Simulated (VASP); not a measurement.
Input of a VASP 6.6.1 run:

INCAR

```
PREC = Accurate
ENCUT = 520
EDIFF = 1E-7
ISMEAR = -1
SIGMA = 0.17
LREAL = Auto
LASPH = T
NELM = 100
ALGO = Normal
ISIF = 2
LWAVE = F
LCHARG = T
GGA = PS
LELF = T
LVHAR = T
NBANDS = 86
```

KPOINTS

```
regular mesh
0
Gamma
  3 3 3
```

The input POSCAR:

```
WC
1.0
   -2.8860900000     -4.9988550000      0.0000000000
    4.3291350000     -2.4994270000      0.0000000000
    0.0000000000      0.0000000000      5.6483400000
W C
8 8
Direct
    0.7544264191      0.4739613211      0.0106579986
    0.7768758148      0.4694317734      0.5191082690
    0.4965541916     -0.0262869864     -0.0032044813
    0.5153727324     -0.0165132089      0.5089105826
    0.2622686800      0.4807729522      0.0044083748
    0.2540477499      0.5051366314      0.5182761661
    0.0287751595      0.0056241490      0.0414989183
    0.0042772040     -0.0431623418      0.5197279201
    0.4820363525      0.6368940438      0.2649273946
    0.5416508279      0.6327714515      0.7475293626
    0.2615005605      0.1539139234      0.2901383415
    0.2386481044      0.1570890969      0.7757677477
   -0.0100551674      0.6817019756      0.2596160996
    0.0228583233      0.6350393735      0.7697482800
    0.7725682618      0.1331678348      0.2437353275
    0.7645442770      0.1320918827      0.7527875447
```

Potentials or basis: VASP PAW PBE potentials, release 64 (W_sv, C).

Launch:

```sh
$ cat potpaw_PBE.64/W_sv/POTCAR potpaw_PBE.64/C/POTCAR > POTCAR
$ mpirun -np 1 vasp_std > vasp.out
```

Problem. Predict the band gap on the k mesh.

Solution. Zero (bands 72 and 73 overlap by 0.10 eV).

Problem. Predict the largest force.

Solution. 6.880 eV/Å.

Problem. Estimate the pressure.

Solution. 14.1 GPa.

Forces on the atoms (eV/Å):
```
W   -0.041 -1.332  1.106
W    1.251  1.773 -2.401
W   -1.135 -2.792  2.550
W   -0.308  0.851 -0.121
W    0.770 -0.133  2.369
W   -4.577  0.624 -0.787
W   -1.574  3.999 -5.372
W    3.558 -3.227  1.353
C   -0.227 -3.478 -0.753
C    2.571  1.950  1.091
C    0.335 -0.202 -1.425
C   -1.750 -1.610 -2.015
C   -4.129  1.139 -0.193
C    1.941  0.770  0.420
C    2.627  1.788  2.654
C    0.687 -0.120  1.525
```

Caveat: the k points lie up to 0.42 Å⁻¹ apart; the atoms stand as in a frame of molecular dynamics; the PAW data sets were made with another functional, which shifts forces and pressure a little; spin-orbit coupling is left out, which moves the levels of the heavy elements.
